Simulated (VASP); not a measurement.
# BaTiO3 (R3m) in VASP: further runs

Runs on BaTiO3. Level: PBEsol. Tasks: single point.

Program: VASP 6.6.1. These are calculated values, not measurements. Logs are shortened: lines on timing, memory, paths and dates and some standing lists are left out, and cuts for length are marked.

### 1 The cell of the first run

Symmetry: R3m, No. 160, trigonal system. Conventional cell: a = 5.729 Å, b = 5.729 Å, c = 7.047 Å, α = 90.00°, β = 90.00°, γ = 120.00°. Ba (site symmetry 3m) has 12 O at 2.82 to 2.92 Å and 8 Ti at 3.41 to 3.63 Å within 3.7 Å. Within 2.5 Å of Ti (site symmetry 3m) lie 6 O at 1.90 to 2.17 Å. Within 2.5 Å of O (site symmetry m) lie 2 Ti at 1.90 to 2.17 Å.

### 2 Single point, PBEsol

INCAR reads:

```
ALGO = Normal ; EDIFF = 1E-6
ENCUT = 910 ; GGA = PS
GGA_COMPAT = F ; ISIF = 2
ISMEAR = 0 ; LASPH = T
LCHARG = F ; LREAL = F
LWAVE = F ; NBANDS = 28
NELM = 120 ; PREC = Accurate
SIGMA = 0.01
```

KPOINTS reads:

```
k-points
0
Gamma
  6 6 6
```

POSCAR reads:

```
BaTiO3
1.0
    2.8645730690      1.6538620291      2.3489021661
   -2.8645730690      1.6538620291      2.3489021661
    0.0000000000     -3.3077240581      2.3489021661
Ba Ti O
1 1 3
Direct
    0.0000000000      0.0000000000      0.0000000000
    0.4845000000      0.4845000000      0.4845000000
    0.5086000000      0.5086000000      0.0175000000
    0.0175000000      0.5086000000      0.5086000000
    0.5086000000      0.0175000000      0.5086000000
```

Potentials or basis: VASP PAW PBE potentials, release 64 (Ba_sv, Ti_sv, O_h).

Launch:

```bash
$ cat potpaw_PBE.64/Ba_sv/POTCAR potpaw_PBE.64/Ti_sv/POTCAR potpaw_PBE.64/O_h/POTCAR > POTCAR
$ mpirun -np 1 vasp_std > vasp.out
```

OUTCAR:

```text
EDIFF = 1E-6
   ENCUT = 910
   GGA = PS
   ISIF = 2
   ISMEAR = 0
   LASPH = T
   LREAL = F
   NELM = 120
   PREC = Accurate

 ion  position               nearest neighbor table
   1  0.000  0.000  0.000-   3 2.82   4 2.82   5 2.82   4 2.87   5 2.87   5 2.87   4 2.87   3 2.87
                             3 2.87   3 2.92   4 2.92   5 2.92   2 3.41   2 3.48   2 3.48   2 3.48
   2  0.484  0.484  0.484-   3 1.90   4 1.90   5 1.90   3 2.17   4 2.17   5 2.17   1 3.41   1 3.48
                             1 3.48   1 3.48   1 3.55   1 3.55   1 3.55   1 3.63
   3  0.509  0.509  0.017-   2 1.90   2 2.17   1 2.82   1 2.87   1 2.87   1 2.92
   4  0.017  0.509  0.509-   2 1.90   2 2.17   1 2.82   1 2.87   1 2.87   1 2.92
   5  0.509  0.017  0.509-   2 1.90   2 2.17   1 2.82   1 2.87   1 2.87   1 2.92

  LATTYP: Found a trigonal (rhomboedric) cell.
 ALAT       =     4.0568928831
 COS(alpha) =     0.0028448808

  Lattice vectors:

 A1 = (   2.8645730690,   1.6538620291,   2.3489021661)
 A2 = (  -2.8645730690,   1.6538620291,   2.3489021661)
 A3 = (   0.0000000000,  -3.3077240581,   2.3489021661)

Analysis of symmetry for initial positions (statically):
=====================================================================
 Subroutine PRICEL returns:
 Original cell was already a primitive cell.

 Routine SETGRP: Setting up the symmetry group for a
 trigonal (rhombohedral) supercell.

 Subroutine GETGRP returns: Found  6 space group operations
 (whereof  6 operations were pure point group operations)
 out of a pool of 12 trial point group operations.

The static configuration has the point symmetry C_3v.

Analysis of symmetry for dynamics (positions and initial velocities):
=====================================================================
 Subroutine PRICEL returns:
 Original cell was already a primitive cell.

 Routine SETGRP: Setting up the symmetry group for a
 trigonal (rhombohedral) supercell.

 Subroutine GETGRP returns: Found  6 space group operations
 (whereof  6 operations were pure point group operations)
 out of a pool of 12 trial point group operations.

The dynamic configuration has the point symmetry C_3v.

 Subroutine INISYM returns: Found  6 space group operations
 (whereof  6 operations are pure point group operations),
 and found     1 'primitive' translations

----------------------------------------------------------------------------------------

                                     Primitive cell

  volume of cell :      66.7691

  direct lattice vectors                    reciprocal lattice vectors
     2.864573069  1.653862029  2.348902166     0.174546080  0.100774226  0.141910267
    -2.864573069  1.653862029  2.348902166    -0.174546080  0.100774226  0.141910267
     0.000000000 -3.307724058  2.348902166     0.000000000 -0.201548453  0.141910267

  length of vectors
     4.056892883  4.056892883  4.056892879     0.246496050  0.246496050  0.246496050

  position of ions in fractional coordinates (direct lattice)
     0.000000000  0.000000000  0.000000000
     0.484500000  0.484500000  0.484500000
     0.508600000  0.508600000  0.017500000
     0.017500000  0.508600000  0.508600000
     0.508600000  0.017500000  0.508600000

  ion indices of the primitive-cell ions
   primitive index   ion index
                 1           1
                 2           2
                 3           3
                 4           4
                 5           5

----------------------------------------------------------------------------------------

 KPOINTS: k-points

Automatic generation of k-mesh.
 Grid dimensions read from file:
 generate k-points for:    6    6    6

 Generating k-lattice:

  Cartesian coordinates                     Fractional coordinates (reciprocal lattice)
     0.029091013  0.016795704  0.023651711     0.166666667  0.000000000  0.000000000
    -0.029091013  0.016795704  0.023651711     0.000000000  0.166666667  0.000000000
     0.000000000 -0.033591409  0.023651711     0.000000000  0.000000000  0.166666667

  Length of vectors
     0.041082675  0.041082675  0.041082675

  Shift w.r.t. Gamma in fractional coordinates (k-lattice)
     0.000000000  0.000000000  0.000000000

 Subroutine IBZKPT returns following result:
 ===========================================

 Found     32 irreducible k-points:

 Following reciprocal coordinates:
            Coordinates               Weight
  0.000000  0.000000  0.000000      1.000000
  0.166667  0.000000 -0.000000      6.000000
  0.333333 -0.000000 -0.000000      6.000000
  0.500000  0.000000  0.000000      3.000000
  0.166667  0.166667 -0.000000      6.000000
  0.333333  0.166667  0.000000     12.000000
[... 16 lines left out ...]
  0.500000  0.500000  0.166667      6.000000
 -0.333333  0.500000  0.166667     12.000000
 [... further k-points ...]
   k-points           NKPTS =     32   k-points in BZ     NKDIM =     32   number of bands    NBANDS=     28
   number of dos      NEDOS =    301   number of ions     NIONS =      5
   total plane-waves  NPLWV =  64000
   dimension x,y,z NGX =    40 NGY =   40 NGZ =   40
   dimension x,y,z NGXF=    80 NGYF=   80 NGZF=   80
   ions per type =               1   1   3
   NGX,Y,Z   is equivalent  to a cutoff of  16.39, 16.39, 16.39 a.u.
   NGXF,Y,Z  is equivalent  to a cutoff of  32.78, 32.78, 32.78 a.u.
 SYSTEM =  unknown system
   PREC   = accura    normal or accurate (medium, high low for compatibility)
   ISTART =      0    job   : 0-new  1-cont  2-samecut
   ICHARG =      2    charge: 1-file 2-atom 10-const
   ISPIN  =      1    spin polarized calculation?
   LNONCOLLINEAR =      F non collinear calculations
   LSORBIT =      F    spin-orbit coupling
   LASPH  =      T    aspherical Exc in radial PAW
   ENCUT  =  910.0 eV  66.88 Ry    8.18 a.u.   9.98  9.98  9.98*2*pi/ulx,y,z
   NELM   =    120;   NELMIN=  2; NELMDL= -5     # of ELM steps
   EDIFF  = 0.1E-05   stopping-criterion for ELM
   LREAL  =      F    real-space projection
   EDIFFG = 0.1E-04   stopping-criterion for IOM
   NSW    =      0    number of steps for IOM
   IBRION =     -1    ionic relax: 0-MD 1-quasi-New 2-CG
   NFREE  =      0    steps in history (QN), initial steepest desc. (CG)
   ISIF   =      2    stress and relaxation
   ISYM   =      2    0-nonsym 1-usesym 2-fastsym
   POTIM  = 0.5000    time-step for ionic-motion
   TEBEG  =    0.0;   TEEND  =   0.0 temperature during run
   PSTRESS=    0.0 pullay stress
   NELECT =      40.0000    total number of electrons
   NUPDOWN=      -1.0000    fix difference up-down
   EMIN   =  10.00;   EMAX   =-10.00  energy-range for DOS
   EFERMI =   0.00;   METHOD = LEGACY
   ISMEAR =     0;   SIGMA  =   0.01  broadening in eV -4-tet -1-fermi 0-gaus
   EFERMI_NEDOS =   21; number of points for ismear=-14 and -15
   IALGO  =     38    algorithm
   IMIX   =      4    mixing-type and parameters
     AMIX     =   0.40;   BMIX     =  1.00
     AMIX_MAG =   1.60;   BMIX_MAG =  1.00
  volume/ion in A,a.u.               =      13.35        90.12
  Fermi-wavevector in a.u.,A,eV,Ry     =   1.380076  2.607966 25.913794  1.904610
  Thomas-Fermi vector in A             =   2.504987
   LORBIT       =      0    0 simple, 1 ext, 2 COOP (PROOUT), +10 PAW based schemes
   GGA     = PS    functional components
   LHFCALC =     F    Hartree Fock is set to
   AEXX    =    0.0000 exact exchange contribution
   IVDW    =     0    specifies the selected vdW correction
   LEPSILON=     F    determine dielectric tensor
   LRPA    =     F    only Hartree local field effects (RPA)
 non-spin polarized calculation
 Gauss-broadening in eV      SIGMA  =   0.01
  energy-cutoff  :      910.00
  volume of cell :       66.77
 maximum number of plane-waves:      4224
   NGX = 19   NGY = 19   NGZ = 19

 number of electron      39.9999997 magnetization

 Free energy of the ion-electron system (eV)
  ---------------------------------------------------
  ext. energy  EPLUGINS =         0.00000000
  ---------------------------------------------------
  free energy    TOTEN  =       -41.98911311 eV

  energy without entropy =      -41.98911311  energy(sigma->0) =      -41.98911311

 E-fermi :   3.7790     XC(G=0): -11.2919

 val. band max:        3.6730912744   @ k =   0.5000   0.5000   0.5000
 cond. band min:       5.9179539614   @ k =   0.0000   0.0000   0.0000
 fundamental gap:      2.2448626870
 Fermi energy:         3.7789582212

 k-point     1 :       0.0000    0.0000    0.0000
  band No.  band energies     occupation
      1     -52.5182      2.00000
      2     -28.8639      2.00000
      3     -28.8611      2.00000
      4     -28.8611      2.00000
      5     -21.1714      2.00000
      6     -12.9873      2.00000
[... 20 lines left out ...]
     27       8.5684      0.00000
     28      10.4292      0.00000

 k-point     2 :       0.1667    0.0000   -0.0000
  band No.  band energies     occupation
      1     -52.5180      2.00000
      2     -28.8734      2.00000
      3     -28.8623      2.00000
      4     -28.8606      2.00000
      5     -21.1473      2.00000
      6     -12.9984      2.00000
[... 20 lines left out ...]
     27       9.0767      0.00000
     28      11.0832      0.00000

 k-point     3 :       0.3333   -0.0000   -0.0000
  band No.  band energies     occupation
      1     -52.5176      2.00000
      2     -28.8955      2.00000
      3     -28.8616      2.00000
      4     -28.8598      2.00000
      5     -21.0984      2.00000
      6     -13.0908      2.00000
[... 20 lines left out ...]
     27      10.2507      0.00000
     28      11.7755      0.00000

 k-point     4 :       0.5000    0.0000    0.0000
  band No.  band energies     occupation
      1     -52.5174      2.00000
      2     -28.9066      2.00000
      3     -28.8611      2.00000
      4     -28.8594      2.00000
      5     -21.0735      2.00000
      6     -13.1581      2.00000
[... 578 lines left out ...]
     27      10.9177      0.00000
     28      11.8248      0.00000

 k-point    23 :       0.5000    0.5000    0.1667
  band No.  band energies     occupation
      1     -52.5164      2.00000
      2     -28.9040      2.00000
      3     -28.9023      2.00000
      4     -28.8693      2.00000
      5     -20.9948      2.00000
      6     -12.4914      2.00000
[... 20 lines left out ...]
     27      11.9393      0.00000
     28      12.2274      0.00000

 k-point    24 :      -0.3333    0.5000    0.1667
  band No.  band energies     occupation
      1     -52.5166      2.00000
      2     -28.9039      2.00000
      3     -28.8923      2.00000
      4     -28.8698      2.00000
      5     -21.0106      2.00000
      6     -12.6620      2.00000
[... 20 lines left out ...]
     27      11.5868      0.00000
     28      12.0260      0.00000

 [... further k-points ...]

------------------------ aborting loop because EDIFF is reached ----------------------------------------

  FORCE on cell =-STRESS in cart. coord.  units (eV):
  Direction    XX          YY          ZZ          XY          YZ          ZX
  --------------------------------------------------------------------------------------
  -------------------------------------------------------------------------------------
  Total       -2.5494193     -2.5494193     -2.4407137      0.0000000     -0.0000000      0.0000000
  in kB      -61.1753551    -61.1753549    -58.5668758      0.0000000     -0.0000000      0.0000000
  external PRESSURE =     -60.3058619 kB  Pullay stress =       0.0000000 kB

 VOLUME and BASIS-vectors are now :
 -----------------------------------------------------------------------------
  energy-cutoff  :      910.00
  volume of cell :       66.77
      direct lattice vectors                 reciprocal lattice vectors
     2.864573069  1.653862029  2.348902166     0.174546080  0.100774226  0.141910267
    -2.864573069  1.653862029  2.348902166    -0.174546080  0.100774226  0.141910267
     0.000000000 -3.307724058  2.348902166     0.000000000 -0.201548453  0.141910267

 POSITION                                       TOTAL-FORCE (eV/Angst)
 -----------------------------------------------------------------------------------
      0.00000      0.00000      0.00000         0.000000     -0.000000     -0.134690
      0.00000      0.00000      3.41413         0.000000     -0.000000     -0.287433
      0.00000      1.62442      2.43041         0.000000     -0.167535      0.140708
     -1.40679     -0.81221      2.43041         0.145090      0.083767      0.140708
      1.40679     -0.81221      2.43041        -0.145090      0.083767      0.140708
 -----------------------------------------------------------------------------------
    total drift:                                0.000000      0.000003      0.000707

  FREE ENERGIE OF THE ION-ELECTRON SYSTEM (eV)
  ---------------------------------------------------
  free  energy   TOTEN  =       -41.9891131136 eV

  energy  without entropy=      -41.9891131136  energy(sigma->0) =      -41.98911311
```

It took 95 s on 1 thread of Intel Xeon Platinum 8375C at 2.90GHz (Ice Lake), shared host; peak memory 0.33 GiB.

What came out:

* Free energy: -41.9891 eV
* Pressure: -6.0 GPa
* Largest force: 0.287 eV/Å
* Band gap on the k mesh: 2.24 eV, indirect (least direct gap 2.67 eV)

Forces on the atoms (eV/Å):
```
Ba   0.000  0.000 -0.135
Ti   0.000  0.000 -0.287
O    0.000 -0.168  0.141
O    0.145  0.084  0.141
O   -0.145  0.084  0.141
```

Stress tensor (GPa, compression positive):
```
-6.12  0.00  0.00
 0.00 -6.12  0.00
 0.00  0.00 -5.86
```

Caveat: the cutoff is under 1.25 times the usual one of these potentials, so pressure, stress and relaxed cells hold a basis-set (Pulay) error; the PAW data sets were made with another functional, which shifts forces and pressure a little; spin-orbit coupling is left out, which moves the levels of the heavy elements.

(Continued in part 2 of 2.)
